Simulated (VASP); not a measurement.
# Ca3Si (Pm-3m) in VASP: a series of runs

The runs below take Ca3Si through single point, relaxation of cell and atoms, with PBE.

All numbers are computed with VASP 6.6.1; they aren't measurements. Logs are shortened: lines on timing, memory, paths and dates and some standing lists are left out, and cuts for length are marked.

## (1) The cell of the first run

Symmetry: Pm-3m, No. 221, cubic system. Conventional cell: a = 4.823 Å, b = 4.823 Å, c = 4.823 Å, α = 90.00°, β = 90.00°, γ = 90.00°. Within 4.5 Å of Ca (site symmetry 4/mmm) lie 8 Ca at 3.41 Å and 4 Si at 3.41 Å. Within 4.5 Å of Si (site symmetry m-3m) lie 12 Ca at 3.41 Å.

## (2) Single point, PBE

File INCAR:

```
PREC = Accurate
ENCUT = 520
EDIFF = 1E-6
ISMEAR = 0
SIGMA = 0.1
LREAL = False
LASPH = True
NELM = 60
ALGO = Normal
ISIF = 2
LWAVE = False
LCHARG = True
GGA = PE
LELF = True
LVHAR = True
NBANDS = 25
```

File KPOINTS:

```
Automatic mesh
0
Gamma
  4 4 4
```

File POSCAR:

```
Ca3Si
1.0
    4.8233042210      0.0000000000      0.0000000000
    0.0000000000      4.8233042210      0.0000000000
    0.0000000000      0.0000000000      4.8233042210
Ca Si
3 1
Direct
    0.0000000000      0.5000000000      0.5000000000
    0.5000000000      0.0000000000      0.5000000000
    0.5000000000      0.5000000000      0.0000000000
    0.0000000000      0.0000000000      0.0000000000
```

Potentials or basis: VASP PAW PBE potentials, release 64 (Ca_sv, Si).

On the command line:

```sh
> cat potpaw_PBE.64/Ca_sv/POTCAR potpaw_PBE.64/Si/POTCAR > POTCAR
> mpirun -np 1 vasp_std > vasp.out
```

OUTCAR:

```text
PREC = Accurate
   ENCUT = 520
   EDIFF = 1E-6
   ISMEAR = 0
   LREAL = False
   LASPH = True
   NELM = 60
   ISIF = 2
   GGA = PE

 ion  position               nearest neighbor table
   1  0.000  0.500  0.500-
   2  0.500  0.000  0.500-
   3  0.500  0.500  0.000-
   4  0.000  0.000  0.000-

  LATTYP: Found a simple cubic cell.
 ALAT       =     4.8233042210

  Lattice vectors:

 A1 = (   4.8233042210,   0.0000000000,   0.0000000000)
 A2 = (   0.0000000000,   4.8233042210,   0.0000000000)
 A3 = (   0.0000000000,   0.0000000000,   4.8233042210)

Analysis of symmetry for initial positions (statically):
=====================================================================
 Subroutine PRICEL returns:
 Original cell was already a primitive cell.

 Routine SETGRP: Setting up the symmetry group for a
 simple cubic supercell.

 Subroutine GETGRP returns: Found 48 space group operations
 (whereof 48 operations were pure point group operations)
 out of a pool of 48 trial point group operations.

The static configuration has the point symmetry O_h .

Analysis of symmetry for dynamics (positions and initial velocities):
=====================================================================
 Subroutine PRICEL returns:
 Original cell was already a primitive cell.

 Routine SETGRP: Setting up the symmetry group for a
 simple cubic supercell.

 Subroutine GETGRP returns: Found 48 space group operations
 (whereof 48 operations were pure point group operations)
 out of a pool of 48 trial point group operations.

The dynamic configuration has the point symmetry O_h .

 Subroutine INISYM returns: Found 48 space group operations
 (whereof 48 operations are pure point group operations),
 and found     1 'primitive' translations

----------------------------------------------------------------------------------------

                                     Primitive cell

  volume of cell :     112.2106

  direct lattice vectors                    reciprocal lattice vectors
     4.823304221  0.000000000  0.000000000     0.207326752  0.000000000  0.000000000
     0.000000000  4.823304221  0.000000000     0.000000000  0.207326752  0.000000000
     0.000000000  0.000000000  4.823304221     0.000000000  0.000000000  0.207326752

  length of vectors
     4.823304221  4.823304221  4.823304221     0.207326752  0.207326752  0.207326752

  position of ions in fractional coordinates (direct lattice)
     0.000000000  0.500000000  0.500000000
     0.500000000  0.000000000  0.500000000
     0.500000000  0.500000000  0.000000000
     0.000000000  0.000000000  0.000000000

  ion indices of the primitive-cell ions
   primitive index   ion index
                 1           1
                 2           2
                 3           3
                 4           4

----------------------------------------------------------------------------------------

 KPOINTS: Automatic mesh

Automatic generation of k-mesh.
 Grid dimensions read from file:
 generate k-points for:    4    4    4

 Generating k-lattice:

  Cartesian coordinates                     Fractional coordinates (reciprocal lattice)
     0.051831688  0.000000000  0.000000000     0.250000000  0.000000000  0.000000000
     0.000000000  0.051831688  0.000000000     0.000000000  0.250000000  0.000000000
     0.000000000  0.000000000  0.051831688     0.000000000  0.000000000  0.250000000

  Length of vectors
     0.051831688  0.051831688  0.051831688

  Shift w.r.t. Gamma in fractional coordinates (k-lattice)
     0.000000000  0.000000000  0.000000000

 Subroutine IBZKPT returns following result:
 ===========================================

 Found     10 irreducible k-points:

 Following reciprocal coordinates:
            Coordinates               Weight
  0.000000  0.000000  0.000000      1.000000
  0.250000  0.000000  0.000000      6.000000
  0.500000  0.000000  0.000000      3.000000
  0.250000  0.250000  0.000000     12.000000
  0.500000  0.250000  0.000000     12.000000
  0.500000  0.500000  0.000000      3.000000
  0.250000  0.250000  0.250000      8.000000
  0.500000  0.250000  0.250000     12.000000
  0.500000  0.500000  0.250000      6.000000
  0.500000  0.500000  0.500000      1.000000
   k-points           NKPTS =     10   k-points in BZ     NKDIM =     10   number of bands    NBANDS=     25
   number of dos      NEDOS =    301   number of ions     NIONS =      4
   total plane-waves  NPLWV =  46656
   dimension x,y,z NGX =    36 NGY =   36 NGZ =   36
   dimension x,y,z NGXF=    72 NGYF=   72 NGZF=   72
   ions per type =               3   1
   NGX,Y,Z   is equivalent  to a cutoff of  12.41, 12.41, 12.41 a.u.
   NGXF,Y,Z  is equivalent  to a cutoff of  24.82, 24.82, 24.82 a.u.
 SYSTEM =  unknown system
   PREC   = accura    normal or accurate (medium, high low for compatibility)
   ISTART =      0    job   : 0-new  1-cont  2-samecut
   ICHARG =      2    charge: 1-file 2-atom 10-const
   ISPIN  =      1    spin polarized calculation?
   LNONCOLLINEAR =      F non collinear calculations
   LSORBIT =      F    spin-orbit coupling
   LASPH  =      T    aspherical Exc in radial PAW
   ENCUT  =  520.0 eV  38.22 Ry    6.18 a.u.   8.97  8.97  8.97*2*pi/ulx,y,z
   NELM   =     60;   NELMIN=  2; NELMDL= -5     # of ELM steps
   EDIFF  = 0.1E-05   stopping-criterion for ELM
   LREAL  =      F    real-space projection
   EDIFFG = 0.1E-04   stopping-criterion for IOM
   NSW    =      0    number of steps for IOM
   IBRION =     -1    ionic relax: 0-MD 1-quasi-New 2-CG
   NFREE  =      0    steps in history (QN), initial steepest desc. (CG)
   ISIF   =      2    stress and relaxation
   ISYM   =      2    0-nonsym 1-usesym 2-fastsym
   POTIM  = 0.5000    time-step for ionic-motion
   TEBEG  =    0.0;   TEEND  =   0.0 temperature during run
   PSTRESS=    0.0 pullay stress
   NELECT =      34.0000    total number of electrons
   NUPDOWN=      -1.0000    fix difference up-down
   EMIN   =  10.00;   EMAX   =-10.00  energy-range for DOS
   EFERMI =   0.00;   METHOD = LEGACY
   ISMEAR =     0;   SIGMA  =   0.10  broadening in eV -4-tet -1-fermi 0-gaus
   EFERMI_NEDOS =   21; number of points for ismear=-14 and -15
   IALGO  =     38    algorithm
   IMIX   =      4    mixing-type and parameters
     AMIX     =   0.40;   BMIX     =  1.00
     AMIX_MAG =   1.60;   BMIX_MAG =  1.00
  volume/ion in A,a.u.               =      28.05       189.31
  Fermi-wavevector in a.u.,A,eV,Ry     =   1.099571  2.077887 16.450201  1.209056
  Thomas-Fermi vector in A             =   2.235967
   LORBIT       =      0    0 simple, 1 ext, 2 COOP (PROOUT), +10 PAW based schemes
   GGA     = PE    functional components
   LHFCALC =     F    Hartree Fock is set to
   AEXX    =    0.0000 exact exchange contribution
   IVDW    =     0    specifies the selected vdW correction
   LEPSILON=     F    determine dielectric tensor
   LRPA    =     F    only Hartree local field effects (RPA)
 non-spin polarized calculation
 Gauss-broadening in eV      SIGMA  =   0.10
  energy-cutoff  :      520.00
  volume of cell :      112.21
 maximum number of plane-waves:      3050
 NGX is ok and might be reduce to    36
   NGX = 17   NGY = 17   NGZ = 17

 number of electron      33.9999990 magnetization

 Free energy of the ion-electron system (eV)
  ---------------------------------------------------
  ext. energy  EPLUGINS =         0.00000000
  ---------------------------------------------------
  free energy    TOTEN  =       -11.94214660 eV

  energy without entropy =      -11.93580294  energy(sigma->0) =      -11.93897477

 E-fermi :   3.4157     XC(G=0):  -8.9439

 val. band max:        3.3898081548   @ k =   0.0000   0.0000   0.0000
 cond. band min:       3.7261657253   @ k =   0.0000   0.0000   0.0000
 fundamental gap:      0.3363575705
 Fermi energy:         3.4156781333

 k-point     1 :       0.0000    0.0000    0.0000
  band No.  band energies     occupation
      1     -37.7492      2.00000
      2     -37.6696      2.00000
      3     -37.6696      2.00000
      4     -18.9284      2.00000
      5     -18.9284      2.00000
      6     -18.9284      2.00000
[... 17 lines left out ...]
     24       7.2605      0.00000
     25       7.2605      0.00000

 k-point     2 :       0.2500    0.0000    0.0000
  band No.  band energies     occupation
      1     -37.7390      2.00000
      2     -37.6797      2.00000
      3     -37.6695      2.00000
      4     -18.8999      2.00000
      5     -18.8999      2.00000
      6     -18.8830      2.00000
[... 17 lines left out ...]
     24       6.8498      0.00000
     25       7.4415      0.00000

 k-point     3 :       0.5000    0.0000    0.0000
  band No.  band energies     occupation
      1     -37.7226      2.00000
      2     -37.6961      2.00000
      3     -37.6694      2.00000
      4     -18.8618      2.00000
      5     -18.8618      2.00000
      6     -18.7695      2.00000
[... 17 lines left out ...]
     24       6.3499      0.00000
     25       6.8949      0.00000

 k-point     4 :       0.2500    0.2500    0.0000
  band No.  band energies     occupation
      1     -37.7300      2.00000
      2     -37.6827      2.00000
      3     -37.6753      2.00000
      4     -18.9208      2.00000
      5     -18.8697      2.00000
      6     -18.8143      2.00000
[... 17 lines left out ...]
     24       6.7338      0.00000
     25       6.9697      0.00000

 k-point     5 :       0.5000    0.2500    0.0000
  band No.  band energies     occupation
      1     -37.7147      2.00000
      2     -37.6959      2.00000
      3     -37.6771      2.00000
      4     -18.8941      2.00000
      5     -18.8445      2.00000
      6     -18.8263      2.00000
[... 17 lines left out ...]
     24       6.4686      0.00000
     25       6.6334      0.00000

 k-point     6 :       0.5000    0.5000    0.0000
  band No.  band energies     occupation
      1     -37.6958      2.00000
      2     -37.6958      2.00000
      3     -37.6958      2.00000
      4     -18.9173      2.00000
      5     -18.8884      2.00000
      6     -18.7517      2.00000
[... 17 lines left out ...]
     24       6.7676      0.00000
     25       6.9912      0.00000

 k-point     7 :       0.2500    0.2500    0.2500
  band No.  band energies     occupation
      1     -37.7224      2.00000
      2     -37.6826      2.00000
      3     -37.6826      2.00000
      4     -18.9649      2.00000
      5     -18.8222      2.00000
      6     -18.8222      2.00000
[... 17 lines left out ...]
     24       7.3200      0.00000
     25       7.3963      0.00000

 k-point     8 :       0.5000    0.2500    0.2500
  band No.  band energies     occupation
      1     -37.7091      2.00000
      2     -37.6958      2.00000
      3     -37.6825      2.00000
      4     -18.9719      2.00000
      5     -18.8502      2.00000
      6     -18.8316      2.00000
[... 17 lines left out ...]
     24       6.7994      0.00000
     25       7.1420      0.00000

 k-point     9 :       0.5000    0.5000    0.2500
  band No.  band energies     occupation
      1     -37.6957      2.00000
      2     -37.6957      2.00000
      3     -37.6957      2.00000
      4     -19.0111      2.00000
      5     -18.8872      2.00000
      6     -18.8396      2.00000
[... 17 lines left out ...]
     24       6.7687      0.00000
     25       7.1107      0.00000

 k-point    10 :       0.5000    0.5000    0.5000
  band No.  band energies     occupation
      1     -37.6955      2.00000
      2     -37.6955      2.00000
      3     -37.6955      2.00000
      4     -19.0700      2.00000
      5     -18.8860      2.00000
      6     -18.8860      2.00000
[... 17 lines left out ...]
     24       6.9465      0.00000
     25       6.9738      0.00000

------------------------ aborting loop because EDIFF is reached ----------------------------------------

  FORCE on cell =-STRESS in cart. coord.  units (eV):
  Direction    XX          YY          ZZ          XY          YZ          ZX
  --------------------------------------------------------------------------------------
  -------------------------------------------------------------------------------------
  Total        0.1585432      0.1585432      0.1585432      0.0000000     -0.0000000      0.0000000
  in kB        2.2637279      2.2637279      2.2637279      0.0000000     -0.0000000      0.0000000
  external PRESSURE =       2.2637279 kB  Pullay stress =       0.0000000 kB

 VOLUME and BASIS-vectors are now :
 -----------------------------------------------------------------------------
  energy-cutoff  :      520.00
  volume of cell :      112.21
      direct lattice vectors                 reciprocal lattice vectors
     4.823304221  0.000000000  0.000000000     0.207326752  0.000000000  0.000000000
     0.000000000  4.823304221  0.000000000     0.000000000  0.207326752  0.000000000
     0.000000000  0.000000000  4.823304221     0.000000000  0.000000000  0.207326752

 POSITION                                       TOTAL-FORCE (eV/Angst)
 -----------------------------------------------------------------------------------
      0.00000      2.41165      2.41165         0.000000      0.000000      0.000000
      2.41165      0.00000      2.41165         0.000000      0.000000      0.000000
      2.41165      2.41165      0.00000         0.000000      0.000000      0.000000
      0.00000      0.00000      0.00000         0.000000      0.000000      0.000000
 -----------------------------------------------------------------------------------
    total drift:                                0.000000      0.000000      0.000000

  FREE ENERGIE OF THE ION-ELECTRON SYSTEM (eV)
  ---------------------------------------------------
  free  energy   TOTEN  =       -11.9421465958 eV

  energy  without entropy=      -11.9358029419  energy(sigma->0) =      -11.93897477
```

Run time: 12 s. Hardware: 1 thread of Intel Xeon 6975P-C (Granite Rapids), shared host; peak memory 0.2 GiB.

Results:

- Free energy: -11.9421 eV
- Pressure: 0.2 GPa
- Band gap on the k mesh: zero (bands 17 and 18 overlap by 0.24 eV)

Levels at points of the mesh, in eV from the Fermi level:
```csv
k point,band 13,band 14,band 15,band 16,band 17,band 18,band 19,band 20,band 21,band 22
"(0.00, 0.00, 0.00)",-7.04,-1.86,-0.03,-0.03,-0.03,0.31,0.31,1.10,1.10,1.10
"(0.50, 0.00, 0.00)",-6.45,-3.14,-0.54,-0.54,-0.34,1.38,1.63,1.88,2.02,2.02
"(0.50, 0.50, 0.00)",-6.14,-2.21,-2.21,-0.69,-0.66,1.55,1.76,1.76,2.35,2.35
"(0.50, 0.50, 0.50)",-6.13,-1.18,-1.18,-1.18,-0.27,-0.27,-0.27,0.91,2.98,2.98
```

(Continued in part 2 of 3.)

The gap in the log of VASP goes by the Fermi energy; the results here count the filled bands.